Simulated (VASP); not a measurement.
# CsPbCl3 in VASP: further runs

The runs below take CsPbCl3 through single point, with PBE, r2SCAN.

Everything below comes from runs of VASP 6.6.1. Logs are shortened: lines on timing, memory, paths and dates and some standing lists are left out, and cuts for length are marked.

**1. The cell of the first run**

Symmetry: Pm-3m, No. 221, cubic system. Conventional cell: a = 5.867 Å, b = 5.867 Å, c = 5.867 Å, α = 90.00°, β = 90.00°, γ = 90.00°. Cs (site symmetry m-3m) has 12 Cl at 4.15 Å and 8 Pb at 5.08 Å within 5.4 Å. Pb (site symmetry m-3m) has 6 Cl at 2.93 Å within 3.9 Å. Cl (site symmetry 4/mmm) has 2 Pb at 2.93 Å within 3.9 Å.

**2. Single point, PBE (40.38 Å³/atom)**

Contents of INCAR:

```
SYSTEM = CsPbCl3
PREC = Accurate ; ENCUT = 520
EDIFF = 1E-6 ; ISMEAR = 0
SIGMA = 0.05 ; LREAL = .FALSE.
LASPH = .TRUE. ; NELM = 80
ALGO = Normal ; ISIF = 2
LWAVE = .FALSE. ; LCHARG = .FALSE.
GGA = PE ; NBANDS = 30
```

Contents of KPOINTS:

```
regular mesh
0
G
  6 6 6
  0 0 0
```

Contents of POSCAR:

```
CsPbCl3
1.0
    5.8665008522      0.0000000000      0.0000000000
    0.0000000000      5.8665008522      0.0000000000
    0.0000000000      0.0000000000      5.8665008522
Cs Pb Cl
1 1 3
Direct
    0.0000000000      0.0000000000      0.0000000000
    0.5000000000      0.5000000000      0.5000000000
    0.0000000000      0.5000000000      0.5000000000
    0.5000000000      0.5000000000      0.0000000000
    0.5000000000      0.0000000000      0.5000000000
```

Potentials or basis: VASP PAW PBE potentials, release 64 (Cs_sv, Pb_d, Cl).

Run with:

```console
$ cat potpaw_PBE.64/Cs_sv/POTCAR potpaw_PBE.64/Pb_d/POTCAR potpaw_PBE.64/Cl/POTCAR > POTCAR
$ mpirun -np 1 vasp_std > vasp.out
```

OUTCAR:

```text
SYSTEM = CsPbCl3
   PREC = Accurate
   ENCUT = 520
   EDIFF = 1E-6
   ISMEAR = 0
   LREAL = .FALSE.
   LASPH = .TRUE.
   NELM = 80
   ISIF = 2
   GGA = PE

 ion  position               nearest neighbor table
   1  0.000  0.000  0.000-
   2  0.500  0.500  0.500-   3 2.93   4 2.93   5 2.93   4 2.93   5 2.93   3 2.93
   3  0.000  0.500  0.500-   2 2.93   2 2.93
   4  0.500  0.500  0.000-   2 2.93   2 2.93
   5  0.500  0.000  0.500-   2 2.93   2 2.93

  LATTYP: Found a simple cubic cell.
 ALAT       =     5.8665008522

  Lattice vectors:

 A1 = (   5.8665008522,   0.0000000000,   0.0000000000)
 A2 = (   0.0000000000,   5.8665008522,   0.0000000000)
 A3 = (   0.0000000000,   0.0000000000,   5.8665008522)

Analysis of symmetry for initial positions (statically):
=====================================================================
 Subroutine PRICEL returns:
 Original cell was already a primitive cell.

 Routine SETGRP: Setting up the symmetry group for a
 simple cubic supercell.

 Subroutine GETGRP returns: Found 48 space group operations
 (whereof 48 operations were pure point group operations)
 out of a pool of 48 trial point group operations.

The static configuration has the point symmetry O_h .

Analysis of symmetry for dynamics (positions and initial velocities):
=====================================================================
 Subroutine PRICEL returns:
 Original cell was already a primitive cell.

 Routine SETGRP: Setting up the symmetry group for a
 simple cubic supercell.

 Subroutine GETGRP returns: Found 48 space group operations
 (whereof 48 operations were pure point group operations)
 out of a pool of 48 trial point group operations.

The dynamic configuration has the point symmetry O_h .

 Subroutine INISYM returns: Found 48 space group operations
 (whereof 48 operations are pure point group operations),
 and found     1 'primitive' translations

----------------------------------------------------------------------------------------

                                     Primitive cell

  volume of cell :     201.9005

  direct lattice vectors                    reciprocal lattice vectors
     5.866500852  0.000000000  0.000000000     0.170459363  0.000000000  0.000000000
     0.000000000  5.866500852  0.000000000     0.000000000  0.170459363  0.000000000
[... 86 lines left out ...]
   EDIFF  = 0.1E-05   stopping-criterion for ELM
   LREAL  =      F    real-space projection
   EDIFFG = 0.1E-04   stopping-criterion for IOM
   NSW    =      0    number of steps for IOM
   IBRION =     -1    ionic relax: 0-MD 1-quasi-New 2-CG
   NFREE  =      0    steps in history (QN), initial steepest desc. (CG)
   ISIF   =      2    stress and relaxation
   ISYM   =      2    0-nonsym 1-usesym 2-fastsym
   POTIM  = 0.5000    time-step for ionic-motion
   TEBEG  =    0.0;   TEEND  =   0.0 temperature during run
   PSTRESS=    0.0 pullay stress
   NELECT =      44.0000    total number of electrons
   NUPDOWN=      -1.0000    fix difference up-down
   EMIN   =  10.00;   EMAX   =-10.00  energy-range for DOS
   EFERMI =   0.00;   METHOD = LEGACY
   ISMEAR =     0;   SIGMA  =   0.05  broadening in eV -4-tet -1-fermi 0-gaus
   EFERMI_NEDOS =   21; number of points for ismear=-14 and -15
   IALGO  =     38    algorithm
   IMIX   =      4    mixing-type and parameters
     AMIX     =   0.40;   BMIX     =  1.00
     AMIX_MAG =   1.60;   BMIX_MAG =  1.00
  volume/ion in A,a.u.               =      40.38       272.50
  Fermi-wavevector in a.u.,A,eV,Ry     =   0.985175  1.861710 13.205396  0.970569
  Thomas-Fermi vector in A             =   2.116462
   LORBIT       =      0    0 simple, 1 ext, 2 COOP (PROOUT), +10 PAW based schemes
   GGA     = PE    functional components
   LHFCALC =     F    Hartree Fock is set to
   AEXX    =    0.0000 exact exchange contribution
   IVDW    =     0    specifies the selected vdW correction
   LEPSILON=     F    determine dielectric tensor
   LRPA    =     F    only Hartree local field effects (RPA)
 non-spin polarized calculation
 Gauss-broadening in eV      SIGMA  =   0.05
  energy-cutoff  :      520.00
  volume of cell :      201.90
 maximum number of plane-waves:      5520
 NGX is ok and might be reduce to    48
   NGX = 21   NGY = 21   NGZ = 21

 number of electron      43.9999992 magnetization

 Free energy of the ion-electron system (eV)
  ---------------------------------------------------
  ext. energy  EPLUGINS =         0.00000000
  ---------------------------------------------------
  free energy    TOTEN  =       -17.51006964 eV

  energy without entropy =      -17.51006964  energy(sigma->0) =      -17.51006964

 E-fermi :   0.4516     XC(G=0):  -7.2514

 val. band max:        0.2087623594   @ k =   0.5000   0.5000   0.5000
 cond. band min:       2.6378742127   @ k =   0.5000   0.5000   0.5000
 fundamental gap:      2.4291118532
 Fermi energy:         0.4515877960

 k-point     1 :       0.0000    0.0000    0.0000
  band No.  band energies     occupation
      1     -20.5510      2.00000
      2     -16.0852      2.00000
      3     -16.0852      2.00000
      4     -15.9867      2.00000
      5     -15.9867      2.00000
      6     -15.9867      2.00000
[... 649 lines left out ...]
     29       6.3908      0.00000
     30       7.4752      0.00000

------------------------ aborting loop because EDIFF is reached ----------------------------------------

  FORCE on cell =-STRESS in cart. coord.  units (eV):
  Direction    XX          YY          ZZ          XY          YZ          ZX
  --------------------------------------------------------------------------------------
  -------------------------------------------------------------------------------------
  Total       -1.6481120     -1.6481120     -1.6481120      0.0000000      0.0000000     -0.0000000
  in kB      -13.0785591    -13.0785591    -13.0785591      0.0000000      0.0000000     -0.0000000
  external PRESSURE =     -13.0785591 kB  Pullay stress =       0.0000000 kB

 VOLUME and BASIS-vectors are now :
 -----------------------------------------------------------------------------
  energy-cutoff  :      520.00
  volume of cell :      201.90
      direct lattice vectors                 reciprocal lattice vectors
     5.866500852  0.000000000  0.000000000     0.170459363  0.000000000  0.000000000
     0.000000000  5.866500852  0.000000000     0.000000000  0.170459363  0.000000000
     0.000000000  0.000000000  5.866500852     0.000000000  0.000000000  0.170459363

 POSITION                                       TOTAL-FORCE (eV/Angst)
 -----------------------------------------------------------------------------------
      0.00000      0.00000      0.00000         0.000000      0.000000      0.000000
      2.93325      2.93325      2.93325         0.000000      0.000000      0.000000
      0.00000      2.93325      2.93325         0.000000      0.000000      0.000000
      2.93325      2.93325      0.00000         0.000000      0.000000      0.000000
      2.93325      0.00000      2.93325         0.000000      0.000000      0.000000
 -----------------------------------------------------------------------------------
    total drift:                                0.000000     -0.000000     -0.000000

  FREE ENERGIE OF THE ION-ELECTRON SYSTEM (eV)
  ---------------------------------------------------
  free  energy   TOTEN  =       -17.5100696391 eV

  energy  without entropy=      -17.5100696391  energy(sigma->0) =      -17.51006964
```

OSZICAR:

```text
N       E                     dE             d eps       ncg     rms          rms(c)
DAV:   1     0.402802705449E+03    0.40280E+03   -0.19036E+04  1200   0.131E+03
DAV:   2     0.321727407561E+02   -0.37063E+03   -0.35483E+03  1438   0.303E+02
DAV:   3    -0.168164634664E+02   -0.48989E+02   -0.48382E+02  1534   0.118E+02
DAV:   4    -0.185853218928E+02   -0.17689E+01   -0.17642E+01  1520   0.287E+01
DAV:   5    -0.186458171558E+02   -0.60495E-01   -0.60476E-01  1580   0.476E+00    0.465E+00
DAV:   6    -0.175598513824E+02    0.10860E+01   -0.18391E+00  1676   0.145E+01    0.307E+00
DAV:   7    -0.174975554208E+02    0.62296E-01   -0.68825E-01  1702   0.414E+00    0.185E+00
DAV:   8    -0.175120204703E+02   -0.14465E-01   -0.88157E-02  1470   0.212E+00    0.306E-01
DAV:   9    -0.175093750627E+02    0.26454E-02   -0.22143E-02  1914   0.975E-01    0.158E-01
DAV:  10    -0.175099408585E+02   -0.56580E-03   -0.20617E-03  1436   0.254E-01    0.660E-02
DAV:  11    -0.175100665801E+02   -0.12572E-03   -0.31463E-04  1522   0.133E-01    0.873E-03
DAV:  12    -0.175100698916E+02   -0.33115E-05   -0.24359E-05  1674   0.388E-02    0.438E-03
DAV:  13    -0.175100696391E+02    0.25246E-06   -0.13602E-06  1306   0.736E-03
   1 F= -.17510070E+02 E0= -.17510070E+02  d E =-.746126E-14
```

Wall time 75 s (1 thread of Intel Xeon 6975P-C (Granite Rapids), shared host); peak memory 0.38 GiB.

Results:

- Free energy: -17.5101 eV
- Pressure: -1.3 GPa
- Band gap on the k mesh: 2.43 eV

Caveat: spin-orbit coupling is left out, which moves the levels of the heavy elements. A k mesh can miss the band edges.

**3. Single point, PBE (41.51 Å³/atom)**

This run uses another cell than the first one, of 41.51 Å³/atom.

Contents of INCAR:

```
ALGO     = Normal         # electronic algorithm
EDIFF    = 1E-6           # SCF threshold, eV
ENCUT    = 520            # plane-wave cutoff, eV
GGA      = PE             # functional
ISIF     = 2              # what is computed and relaxed
ISMEAR   = 0              # smearing method
LASPH    = T              # aspherical terms in the spheres
LCHARG   = F              # write CHGCAR
LREAL    = F              # projectors in reciprocal space
LWAVE    = F              # write WAVECAR
NBANDS   = 30             # bands
NELM     = 60             # most SCF steps
PREC     = Accurate       # precision mode
SIGMA    = 0.05           # smearing width, eV
```

Contents of KPOINTS:

```
k-points
0
Gamma
  6 6 6
```

POSCAR, as its differences from that of step 2:

```diff
@@ -2,5 +2,5 @@
 1.0
-    5.8665008522      0.0000000000      0.0000000000
-    0.0000000000      5.8665008522      0.0000000000
-    0.0000000000      0.0000000000      5.8665008522
+    5.9208233952      0.0000000000      0.0000000000
+    0.0000000000      5.9208233952      0.0000000000
+    0.0000000000      0.0000000000      5.9208233952
 Cs Pb Cl
```

Potentials or basis: VASP PAW PBE potentials, release 64 (Cs_sv, Pb_d, Cl).

Run with:

```console
$ cat potpaw_PBE.64/Cs_sv/POTCAR potpaw_PBE.64/Pb_d/POTCAR potpaw_PBE.64/Cl/POTCAR > POTCAR
$ mpirun -np 1 vasp_std > vasp.out
```

It took 64 s on 1 thread of Intel Xeon 6975P-C (Granite Rapids), shared host; peak memory 0.38 GiB.

The run converged. Its results:

| Item | Value |
| --- | --- |
| Free energy | -17.4582 eV |
| Pressure | -1.7 GPa |
| Band gap on the k mesh | 2.50 eV |

Levels at points of the mesh, in eV from the valence-band top:
```tsv
k point	band 20	band 21	band 22	band 23	band 24	band 25
(0.00, 0.00, 0.00)	-1.44	-1.44	-1.44	4.05	5.28	5.28
(0.50, 0.00, 0.00)	-1.50	-1.50	-1.11	3.24	5.31	5.37
(0.50, 0.50, 0.00)	-1.62	-1.18	-0.54	2.91	2.91	5.07
(0.50, 0.50, 0.50)	-1.18	-1.18	0.00	2.50	2.50	2.50
```

Caveat: spin-orbit coupling is left out, which moves the levels of the heavy elements. A k mesh can miss the band edges.

**4. Single point, r2SCAN**

This run uses another cell than the first one, of 37.74 Å³/atom.

POSCAR, as its differences from that of step 3:

```diff
@@ -2,5 +2,5 @@
 1.0
-    5.9208233952      0.0000000000      0.0000000000
-    0.0000000000      5.9208233952      0.0000000000
-    0.0000000000      0.0000000000      5.9208233952
+    5.7356751395      0.0000000000      0.0000000000
+    0.0000000000      5.7356751395      0.0000000000
+    0.0000000000      0.0000000000      5.7356751395
 Cs Pb Cl
```

Contents of INCAR.step1:

```
ALGO = Normal
EDIFF = 1E-4
ENCUT = 520
GGA = PE
ISMEAR = 0
LASPH = T
LCHARG = F
LREAL = F
LWAVE = T
NBANDS = 30
NELM = 100
PREC = Accurate
SIGMA = 0.05
```

Contents of INCAR.step2:

```
ALGO = Normal
EDIFF = 1E-7
ENCUT = 520
ISIF = 2
ISMEAR = 0
ISTART = 1
LASPH = T
LCHARG = F
LMIXTAU = T
LREAL = F
LWAVE = F
METAGGA = R2SCAN
NBANDS = 30
NELM = 100
PREC = Accurate
SIGMA = 0.05
```

KPOINTS is that of step 3.

Run with:

```console
$ cat potpaw_PBE.64/Cs_sv/POTCAR potpaw_PBE.64/Pb_d/POTCAR potpaw_PBE.64/Cl/POTCAR > POTCAR
$ cp INCAR.step1 INCAR
$ mpirun -np 1 vasp_std > vasp.out
$ cp INCAR.step2 INCAR
$ mpirun -np 1 vasp_std > vasp.out
```

Run time: 4.8 min. Hardware: 1 thread of Intel Xeon 6975P-C (Granite Rapids), shared host; peak memory 0.41 GiB.

Results (log left out):

| Quantity | Value |
| --- | --- |
| Free energy | -108.1742 eV |
| Pressure | -0.8 GPa |
| Band gap on the k mesh | 2.60 eV |

Levels at points of the mesh, in eV from the valence-band top:
```
           k point  band 18  band 19  band 20  band 21  band 22  band 23  band 24  band 25  band 26  band 27
(0.00, 0.00, 0.00)    -2.29    -2.29    -2.20    -2.20    -2.20     4.16     5.13     5.13     6.10     6.10
(0.50, 0.00, 0.00)    -2.38    -2.38    -2.29    -2.29    -1.52     3.56     5.48     5.84     5.84     5.97
(0.50, 0.50, 0.00)    -2.47    -2.45    -2.45    -1.91    -0.73     3.12     3.12     5.46     6.23     6.47
(0.50, 0.50, 0.50)    -2.46    -1.90    -1.90    -1.90     0.00     2.60     2.60     2.60     6.04     6.41
```

Caveat: the PAW data sets were made with another functional, which shifts forces and pressure a little; spin-orbit coupling is left out, which moves the levels of the heavy elements. A k mesh can miss the band edges.

**5. Single point, PBE**

This run uses another cell than the first one, of 36.98 Å³/atom.

Contents of INCAR:

```
SYSTEM = CsPbCl3
PREC     = Accurate       ! precision mode
ENCUT    = 520            ! plane-wave cutoff, eV
EDIFF    = 1E-7           ! SCF threshold, eV
ISMEAR   = 0              ! smearing method
SIGMA    = 0.05           ! smearing width, eV
LREAL    = .FALSE.        ! projectors in reciprocal space
LASPH    = .TRUE.         ! aspherical terms in the spheres
NELM     = 80             ! most SCF steps
ALGO     = Normal         ! electronic algorithm
ISIF     = 2              ! what is computed and relaxed
LWAVE    = .FALSE.        ! write WAVECAR
LCHARG   = .TRUE.         ! write CHGCAR
GGA      = PE             ! functional
LELF     = .TRUE.         ! ELF
LVHAR    = .TRUE.       
NBANDS   = 30             ! bands
```

Contents of KPOINTS:

```
Automatic mesh
0
G
  6 6 6
  0 0 0
```

POSCAR, as its differences from that of step 4:

```diff
@@ -4,3 +4,3 @@
     0.0000000000      5.7356751395      0.0000000000
-    0.0000000000      0.0000000000      5.7356751395
+    0.0000000000      0.0000000000      5.6209616367
 Cs Pb Cl
```

Potentials or basis: VASP PAW PBE potentials, release 64 (Cs_sv, Pb_d, Cl).

Run with:

```console
$ cat potpaw_PBE.64/Cs_sv/POTCAR potpaw_PBE.64/Pb_d/POTCAR potpaw_PBE.64/Cl/POTCAR > POTCAR
$ mpirun -np 1 vasp_std > vasp.out
```

OUTCAR:

```text
SYSTEM = CsPbCl3
   PREC = Accurate
   ENCUT = 520
   EDIFF = 1E-7
   ISMEAR = 0
   LREAL = .FALSE.
   LASPH = .TRUE.
   NELM = 80
   ISIF = 2
   GGA = PE

 ion  position               nearest neighbor table
   1  0.000  0.000  0.000-
   2  0.500  0.500  0.500-   4 2.81   4 2.81   5 2.87   3 2.87   5 2.87   3 2.87
   3  0.000  0.500  0.500-   2 2.87   2 2.87
   4  0.500  0.500  0.000-   2 2.81   2 2.81
   5  0.500  0.000  0.500-   2 2.87   2 2.87

  LATTYP: Found a simple tetragonal cell.
[... 995 lines left out ...]
  --------------------------------------------------------------------------------------
  -------------------------------------------------------------------------------------
  Total        0.1443472      0.1443472      1.2292389      0.0000000      0.0000000      0.0000000
  in kB        1.2506600      1.2506600     10.6504305      0.0000000      0.0000000      0.0000000
  external PRESSURE =       4.3839168 kB  Pullay stress =       0.0000000 kB

 VOLUME and BASIS-vectors are now :
 -----------------------------------------------------------------------------
  energy-cutoff  :      520.00
  volume of cell :      184.92
      direct lattice vectors                 reciprocal lattice vectors
     5.735675139  0.000000000  0.000000000     0.174347392  0.000000000  0.000000000
     0.000000000  5.735675139  0.000000000     0.000000000  0.174347392  0.000000000
     0.000000000  0.000000000  5.620961637     0.000000000  0.000000000  0.177905502

 POSITION                                       TOTAL-FORCE (eV/Angst)
 -----------------------------------------------------------------------------------
      0.00000      0.00000      0.00000         0.000000      0.000000      0.000000
      2.86784      2.86784      2.81048         0.000000      0.000000      0.000000
      0.00000      2.86784      2.81048         0.000000      0.000000      0.000000
      2.86784      2.86784      0.00000         0.000000      0.000000      0.000000
      2.86784      0.00000      2.81048         0.000000      0.000000      0.000000
 -----------------------------------------------------------------------------------
    total drift:                                0.000000     -0.000000     -0.000000

  FREE ENERGIE OF THE ION-ELECTRON SYSTEM (eV)
  ---------------------------------------------------
  free  energy   TOTEN  =       -17.5528224198 eV

  energy  without entropy=      -17.5528224198  energy(sigma->0) =      -17.55282242
```

OSZICAR:

```text
N       E                     dE             d eps       ncg     rms          rms(c)
DAV:   1     0.410077806565E+03    0.41008E+03   -0.19238E+04  2400   0.133E+03
DAV:   2     0.335528161760E+02   -0.37652E+03   -0.35798E+03  2846   0.310E+02
DAV:   3    -0.165443471272E+02   -0.50097E+02   -0.49564E+02  3010   0.122E+02
DAV:   4    -0.184216569166E+02   -0.18773E+01   -0.18708E+01  3048   0.303E+01
DAV:   5    -0.184902964042E+02   -0.68639E-01   -0.68614E-01  3162   0.500E+00    0.505E+00
DAV:   6    -0.175845059416E+02    0.90579E+00   -0.15934E+00  3494   0.132E+01    0.331E+00
DAV:   7    -0.175394774966E+02    0.45028E-01   -0.62261E-01  3598   0.436E+00    0.188E+00
DAV:   8    -0.175546246224E+02   -0.15147E-01   -0.81763E-02  3308   0.221E+00    0.288E-01
DAV:   9    -0.175521840104E+02    0.24406E-02   -0.19260E-02  3792   0.105E+00    0.138E-01
DAV:  10    -0.175527357757E+02   -0.55177E-03   -0.20203E-03  2936   0.262E-01    0.561E-02
DAV:  11    -0.175528204123E+02   -0.84637E-04   -0.20557E-04  3240   0.111E-01    0.107E-02
DAV:  12    -0.175528223685E+02   -0.19562E-05   -0.26206E-05  3326   0.552E-02    0.355E-03
DAV:  13    -0.175528224349E+02   -0.66441E-07   -0.21840E-06  3016   0.831E-03    0.241E-03
DAV:  14    -0.175528224198E+02    0.15121E-07   -0.54837E-07  2920   0.671E-03
   1 F= -.17552822E+02 E0= -.17552822E+02  d E =-.120863E-13
```

stdout:

```text
POSCAR found type information on POSCAR CsPbCl
 POSCAR found :  3 types and       5 ions
 scaLAPACK will be used
 LDA part: xc-table for (Slater+PW92), standard interpolation
 POSCAR, INCAR and KPOINTS ok, starting setup
 FFT: planning ... GRIDC
 FFT: planning ... GRID_SOFT
 FFT: planning ... GRID
 WAVECAR not read
 entering main loop
```

Run time: 2.1 min. Hardware: 1 thread of Intel Xeon 6975P-C (Granite Rapids), shared host; peak memory 0.43 GiB.

What came out:

| Quantity | Value |
| --- | --- |
| Free energy | -17.5528 eV |
| Pressure | 0.4 GPa |
| Band gap on the k mesh | 2.09 eV |

Caveat: spin-orbit coupling is left out, which moves the levels of the heavy elements. A k mesh can miss the band edges.

**6. Overview**

```tsv
level	cell	gap on the mesh (eV)	pressure (GPa)
PBE	a = 5.867 Å, 5 atoms	2.43	-1.3
PBE	a = 5.921 Å, 5 atoms	2.50	-1.7
r2SCAN	a = 5.736 Å, 5 atoms	2.60	-0.8
PBE	a = 5.736, b = 5.736, c = 5.621 Å, 5 atoms	2.09	0.4
```

Alike in all rows: task single point; potentials or basis VASP PAW PBE potentials, release 64 (Cs_sv, Pb_d, Cl); no spin polarisation; k mesh 6 × 6 × 6; cutoff (eV) 520; smearing gaussian 0.05 eV.

Caveats: spin-orbit coupling is left out, which moves the levels of the heavy elements; the PAW data sets were made with another functional, which shifts forces and pressure a little (at least some runs).

Total energies depend on the potentials used, so only differences within one code and one set of settings carry meaning.
